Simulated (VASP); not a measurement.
# GaP (b) (F-43m) in VASP: a series of runs

The runs below take GaP (b) through single point, with PBE.

All numbers are computed with VASP 6.6.1; they aren't measurements. Logs are shortened: lines on timing, memory, paths and dates and some standing lists are left out, and cuts for length are marked.

## (1) The cell of the first run

Symmetry: F-43m, No. 216, cubic system. The conventional cell has a = 5.506 Å, b = 5.506 Å, c = 5.506 Å, α = 90.00°, β = 90.00°, γ = 90.00°. Ga (site symmetry -43m) has 4 P at 2.38 Å within 3.1 Å. Within 3.1 Å of P (site symmetry -43m) lie 4 Ga at 2.38 Å.

## (2) Single point, PBE

File INCAR:

```
PREC = Accurate
ENCUT = 500
EDIFF = 1E-6
ISMEAR = 0
SIGMA = 0.02
LREAL = F
LASPH = T
NELM = 120
ALGO = Normal
ISIF = 2
LWAVE = F
LCHARG = F
GGA = PE
NBANDS = 16
GGA_COMPAT = F
```

File KPOINTS:

```
Automatic mesh
0
Gamma
  8 8 8
```

File POSCAR:

```
GaP
1.0
    0.0000000000      2.7529841065      2.7529841065
    2.7529841065      0.0000000000      2.7529841065
    2.7529841065      2.7529841065      0.0000000000
Ga P
1 1
Direct
    0.0000000000      0.0000000000      0.0000000000
    0.2500000000      0.2500000000      0.2500000000
```

Potentials or basis: VASP PAW PBE potentials, release 64 (Ga_d, P).

Started as:

```console
cat potpaw_PBE.64/Ga_d/POTCAR potpaw_PBE.64/P/POTCAR > POTCAR
mpirun -np 1 vasp_std > vasp.out
```

OUTCAR:

```text
PREC = Accurate
   ENCUT = 500
   EDIFF = 1E-6
   ISMEAR = 0
   LREAL = F
   LASPH = T
   NELM = 120
   ISIF = 2
   GGA = PE

 ion  position               nearest neighbor table
   1  0.000  0.000  0.000-   2 2.38   2 2.38   2 2.38   2 2.38
   2  0.250  0.250  0.250-   1 2.38   1 2.38   1 2.38   1 2.38

  LATTYP: Found a face centered cubic cell.
 ALAT       =     5.5059682130

  Lattice vectors:

 A1 = (   0.0000000000,   2.7529841065,   2.7529841065)
 A2 = (   2.7529841065,   0.0000000000,   2.7529841065)
 A3 = (   2.7529841065,   2.7529841065,   0.0000000000)

Analysis of symmetry for initial positions (statically):
[... 5 lines left out ...]
 face centered cubic supercell.

 Subroutine GETGRP returns: Found 24 space group operations
 (whereof 24 operations were pure point group operations)
 out of a pool of 48 trial point group operations.

The static configuration has the point symmetry T_d .

Analysis of symmetry for dynamics (positions and initial velocities):
[... 5 lines left out ...]
 face centered cubic supercell.

 Subroutine GETGRP returns: Found 24 space group operations
 (whereof 24 operations were pure point group operations)
 out of a pool of 48 trial point group operations.

The dynamic configuration has the point symmetry T_d .

 Subroutine INISYM returns: Found 24 space group operations
 (whereof 24 operations are pure point group operations),
 and found     1 'primitive' translations

----------------------------------------------------------------------------------------

                                     Primitive cell

  volume of cell :      41.7293

  direct lattice vectors                    reciprocal lattice vectors
     0.000000000  2.752984107  2.752984107    -0.181621099  0.181621099  0.181621099
     2.752984107  0.000000000  2.752984107     0.181621099 -0.181621099  0.181621099
     2.752984107  2.752984107  0.000000000     0.181621099  0.181621099 -0.181621099

  length of vectors
     3.893307460  3.893307460  3.893307460     0.314576972  0.314576972  0.314576972

  position of ions in fractional coordinates (direct lattice)
     0.000000000  0.000000000  0.000000000
     0.250000000  0.250000000  0.250000000

  ion indices of the primitive-cell ions
   primitive index   ion index
                 1           1
                 2           2

----------------------------------------------------------------------------------------

 KPOINTS: Automatic mesh

Automatic generation of k-mesh.
 Grid dimensions read from file:
 generate k-points for:    8    8    8

 Generating k-lattice:

  Cartesian coordinates                     Fractional coordinates (reciprocal lattice)
    -0.022702637  0.022702637  0.022702637     0.125000000  0.000000000  0.000000000
     0.022702637 -0.022702637  0.022702637     0.000000000  0.125000000  0.000000000
     0.022702637  0.022702637 -0.022702637     0.000000000  0.000000000  0.125000000

  Length of vectors
     0.039322121  0.039322121  0.039322121

  Shift w.r.t. Gamma in fractional coordinates (k-lattice)
     0.000000000  0.000000000  0.000000000

 Subroutine IBZKPT returns following result:
 ===========================================

 Found     29 irreducible k-points:

 Following reciprocal coordinates:
            Coordinates               Weight
  0.000000  0.000000  0.000000      1.000000
  0.125000  0.000000  0.000000      8.000000
  0.250000  0.000000  0.000000      8.000000
  0.375000  0.000000  0.000000      8.000000
  0.500000  0.000000  0.000000      4.000000
  0.125000  0.125000  0.000000      6.000000
[... 16 lines left out ...]
  0.500000  0.250000  0.125000     48.000000
 -0.375000  0.250000  0.125000     24.000000
 [... further k-points ...]
   k-points           NKPTS =     29   k-points in BZ     NKDIM =     29   number of bands    NBANDS=     16
   number of dos      NEDOS =    301   number of ions     NIONS =      2
   total plane-waves  NPLWV =  21952
   dimension x,y,z NGX =    28 NGY =   28 NGZ =   28
   dimension x,y,z NGXF=    56 NGYF=   56 NGZF=   56
   ions per type =               1   1
   NGX,Y,Z   is equivalent  to a cutoff of  11.96, 11.96, 11.96 a.u.
   NGXF,Y,Z  is equivalent  to a cutoff of  23.91, 23.91, 23.91 a.u.
 SYSTEM =  unknown system
   PREC   = accura    normal or accurate (medium, high low for compatibility)
   ISTART =      0    job   : 0-new  1-cont  2-samecut
   ICHARG =      2    charge: 1-file 2-atom 10-const
   ISPIN  =      1    spin polarized calculation?
   LNONCOLLINEAR =      F non collinear calculations
   LSORBIT =      F    spin-orbit coupling
   LASPH  =      T    aspherical Exc in radial PAW
   ENCUT  =  500.0 eV  36.75 Ry    6.06 a.u.   7.10  7.10  7.10*2*pi/ulx,y,z
   NELM   =    120;   NELMIN=  2; NELMDL= -5     # of ELM steps
   EDIFF  = 0.1E-05   stopping-criterion for ELM
   LREAL  =      F    real-space projection
   EDIFFG = 0.1E-04   stopping-criterion for IOM
   NSW    =      0    number of steps for IOM
   IBRION =     -1    ionic relax: 0-MD 1-quasi-New 2-CG
   NFREE  =      0    steps in history (QN), initial steepest desc. (CG)
   ISIF   =      2    stress and relaxation
   ISYM   =      2    0-nonsym 1-usesym 2-fastsym
   POTIM  = 0.5000    time-step for ionic-motion
   TEBEG  =    0.0;   TEEND  =   0.0 temperature during run
   PSTRESS=    0.0 pullay stress
   NELECT =      18.0000    total number of electrons
   NUPDOWN=      -1.0000    fix difference up-down
   EMIN   =  10.00;   EMAX   =-10.00  energy-range for DOS
   EFERMI =   0.00;   METHOD = LEGACY
   ISMEAR =     0;   SIGMA  =   0.02  broadening in eV -4-tet -1-fermi 0-gaus
   EFERMI_NEDOS =   21; number of points for ismear=-14 and -15
   IALGO  =     38    algorithm
   IMIX   =      4    mixing-type and parameters
     AMIX     =   0.40;   BMIX     =  1.00
     AMIX_MAG =   1.60;   BMIX_MAG =  1.00
  volume/ion in A,a.u.               =      20.86       140.80
  Fermi-wavevector in a.u.,A,eV,Ry     =   1.236949  2.337496 20.817513  1.530044
  Thomas-Fermi vector in A             =   2.371537
   LORBIT       =      0    0 simple, 1 ext, 2 COOP (PROOUT), +10 PAW based schemes
   GGA     = PE    functional components
   LHFCALC =     F    Hartree Fock is set to
   AEXX    =    0.0000 exact exchange contribution
   IVDW    =     0    specifies the selected vdW correction
   LEPSILON=     F    determine dielectric tensor
   LRPA    =     F    only Hartree local field effects (RPA)
 non-spin polarized calculation
 Gauss-broadening in eV      SIGMA  =   0.02
  energy-cutoff  :      500.00
  volume of cell :       41.73
 maximum number of plane-waves:      1068
   NGX = 15   NGY = 15   NGZ = 15

 number of electron      18.0000009 magnetization

 Free energy of the ion-electron system (eV)
  ---------------------------------------------------
  ext. energy  EPLUGINS =         0.00000000
  ---------------------------------------------------
  free energy    TOTEN  =        -9.12545979 eV

  energy without entropy =       -9.12545979  energy(sigma->0) =       -9.12545979

 E-fermi :   4.5071     XC(G=0):  -9.6953

 val. band max:        4.3472015579   @ k =   0.0000   0.0000   0.0000
 cond. band min:       5.9232282015   @ k =   0.0000   0.0000   0.0000
 fundamental gap:      1.5760266436
 Fermi energy:         4.5071491447

 k-point     1 :       0.0000    0.0000    0.0000
  band No.  band energies     occupation
      1     -10.1558      2.00000
      2     -10.1558      2.00000
      3     -10.1558      2.00000
      4     -10.0651      2.00000
      5     -10.0651      2.00000
      6      -7.9203      2.00000
[... 8 lines left out ...]
     15      14.0921      0.00000
     16      14.0921      0.00000

 k-point     2 :       0.1250    0.0000    0.0000
  band No.  band energies     occupation
      1     -10.1676      2.00000
      2     -10.1516      2.00000
      3     -10.1516      2.00000
      4     -10.0651      2.00000
      5     -10.0651      2.00000
      6      -7.7260      2.00000
[... 8 lines left out ...]
     15      13.4865      0.00000
     16      13.9052      0.00000

 k-point     3 :       0.2500    0.0000    0.0000
  band No.  band energies     occupation
      1     -10.1940      2.00000
      2     -10.1425      2.00000
      3     -10.1425      2.00000
      4     -10.0639      2.00000
      5     -10.0639      2.00000
      6      -7.1757      2.00000
[... 8 lines left out ...]
     15      13.3024      0.00000
     16      14.1925      0.00000

 k-point     4 :       0.3750    0.0000    0.0000
  band No.  band energies     occupation
      1     -10.2182      2.00000
      2     -10.1355      2.00000
      3     -10.1355      2.00000
      4     -10.0606      2.00000
      5     -10.0606      2.00000
      6      -6.4129      2.00000
[... 8 lines left out ...]
     15      14.4577      0.00000
     16      14.4577      0.00000

 k-point     5 :       0.5000    0.0000    0.0000
  band No.  band energies     occupation
      1     -10.2277      2.00000
      2     -10.1333      2.00000
      3     -10.1333      2.00000
      4     -10.0584      2.00000
      5     -10.0584      2.00000
      6      -5.9524      2.00000
[... 8 lines left out ...]
     15      15.9358      0.00000
     16      15.9358      0.00000

 k-point     6 :       0.1250    0.1250    0.0000
  band No.  band energies     occupation
      1     -10.1755      2.00000
      2     -10.1475      2.00000
      3     -10.1475      2.00000
      4     -10.0687      2.00000
      5     -10.0622      2.00000
      6      -7.6613      2.00000
[... 8 lines left out ...]
     15      14.2590      0.00000
     16      14.3333      0.00000
[... 267 lines left out ...]
 k-point    21 :       0.5000    0.5000    0.0000
  band No.  band energies     occupation
      1     -10.2618      2.00000
      2     -10.0970      2.00000
      3     -10.0970      2.00000
      4     -10.0965      2.00000
      5     -10.0455      2.00000
      6      -5.0938      2.00000
[... 8 lines left out ...]
     15      16.6773      0.00000
     16      17.2118      0.00000

 k-point    22 :       0.3750    0.2500    0.1250
  band No.  band energies     occupation
      1     -10.2152      2.00000
      2     -10.1317      2.00000
      3     -10.1281      2.00000
      4     -10.0745      2.00000
      5     -10.0569      2.00000
      6      -6.7070      2.00000
[... 8 lines left out ...]
     15      15.3489      0.00000
     16      16.5750      0.00000

 k-point    23 :       0.5000    0.2500    0.1250
  band No.  band energies     occupation
      1     -10.2291      2.00000
      2     -10.1283      2.00000
      3     -10.1199      2.00000
      4     -10.0726      2.00000
      5     -10.0570      2.00000
      6      -5.9899      2.00000
[... 8 lines left out ...]
     15      15.7261      0.00000
     16      17.0438      0.00000

 k-point    24 :      -0.3750    0.2500    0.1250
  band No.  band energies     occupation
      1     -10.2342      2.00000
      2     -10.1278      2.00000
      3     -10.1169      2.00000
      4     -10.0695      2.00000
      5     -10.0584      2.00000
      6      -5.5638      2.00000
[... 8 lines left out ...]
     15      16.2404      0.00000
     16      16.6814      0.00000

 [... further k-points ...]
[... 5 lines left out ...]
  --------------------------------------------------------------------------------------
  -------------------------------------------------------------------------------------
  Total       -0.0190775     -0.0190775     -0.0190775      0.0000000      0.0000000      0.0000000
  in kB       -0.7324722     -0.7324722     -0.7324722      0.0000000      0.0000000      0.0000000
  external PRESSURE =      -0.7324722 kB  Pullay stress =       0.0000000 kB

 VOLUME and BASIS-vectors are now :
 -----------------------------------------------------------------------------
  energy-cutoff  :      500.00
  volume of cell :       41.73
      direct lattice vectors                 reciprocal lattice vectors
     0.000000000  2.752984107  2.752984107    -0.181621099  0.181621099  0.181621099
     2.752984107  0.000000000  2.752984107     0.181621099 -0.181621099  0.181621099
     2.752984107  2.752984107  0.000000000     0.181621099  0.181621099 -0.181621099

 POSITION                                       TOTAL-FORCE (eV/Angst)
 -----------------------------------------------------------------------------------
      0.00000      0.00000      0.00000         0.000000      0.000000      0.000000
      1.37649      1.37649      1.37649        -0.000000     -0.000000     -0.000000
 -----------------------------------------------------------------------------------
    total drift:                                0.000001      0.000001      0.000001

  FREE ENERGIE OF THE ION-ELECTRON SYSTEM (eV)
  ---------------------------------------------------
  free  energy   TOTEN  =        -9.1254597880 eV

  energy  without entropy=       -9.1254597880  energy(sigma->0) =       -9.12545979
```

It took 32 s on 1 thread of Intel Xeon 8259CL, shared host; peak memory 0.16 GiB.

What came out:

```
Free energy            : -9.1255 eV
Pressure               : -0.1 GPa
Band gap on the k mesh : 1.58 eV, direct
```

Levels at points of the mesh, in eV from the valence-band top:
| k point | band 6 | band 7 | band 8 | band 9 | band 10 | band 11 | band 12 | band 13 |
| --- | --- | --- | --- | --- | --- | --- | --- | --- |
| (0.00, 0.00, 0.00) | -12.27 | 0.00 | 0.00 | 0.00 | 1.58 | 3.90 | 3.90 | 3.90 |
| (0.50, 0.00, 0.00) | -10.30 | -6.46 | -1.07 | -1.07 | 1.58 | 4.73 | 4.73 | 8.22 |
| (0.50, 0.50, 0.00) | -9.44 | -6.61 | -2.58 | -2.58 | 1.72 | 1.85 | 10.37 | 10.37 |

A k mesh can miss the band edges.

## (3) Single point, PBE

File INCAR:

```
SYSTEM = GaP
ALGO = Normal
EDIFF = 1E-6
ENCUT = 500
GGA = PE
GGA_COMPAT = .FALSE.
ISIF = 2
ISMEAR = 0
LASPH = .TRUE.
LCHARG = .FALSE.
LREAL = .FALSE.
LWAVE = .FALSE.
NBANDS = 16
NELM = 120
PREC = Accurate
SIGMA = 0.02
```

File KPOINTS:

```
k-points
0
G
  8 8 8
  0 0 0
```

POSCAR is that of step 2.

Potentials or basis: VASP PAW PBE potentials, release 64 (Ga_d, P).

Started as:

```console
cat potpaw_PBE.64/Ga_d/POTCAR potpaw_PBE.64/P/POTCAR > POTCAR
mpirun -np 1 vasp_std > vasp.out
```

Wall time 30 s (1 thread of Intel Xeon 8259CL, shared host); peak memory 0.16 GiB.

The run converged. Its results:

```
Free energy            : -9.1255 eV
Pressure               : -0.1 GPa
Band gap on the k mesh : 1.58 eV, direct
```

Levels at points of the mesh, in eV from the valence-band top:
| k point | band 7 | band 8 | band 9 | band 10 | band 11 | band 12 |
| --- | --- | --- | --- | --- | --- | --- |
| (0.00, 0.00, 0.00) | 0.00 | 0.00 | 0.00 | 1.58 | 3.90 | 3.90 |
| (0.50, 0.00, 0.00) | -6.46 | -1.07 | -1.07 | 1.58 | 4.73 | 4.73 |
| (0.50, 0.50, 0.00) | -6.61 | -2.58 | -2.58 | 1.72 | 1.85 | 10.37 |
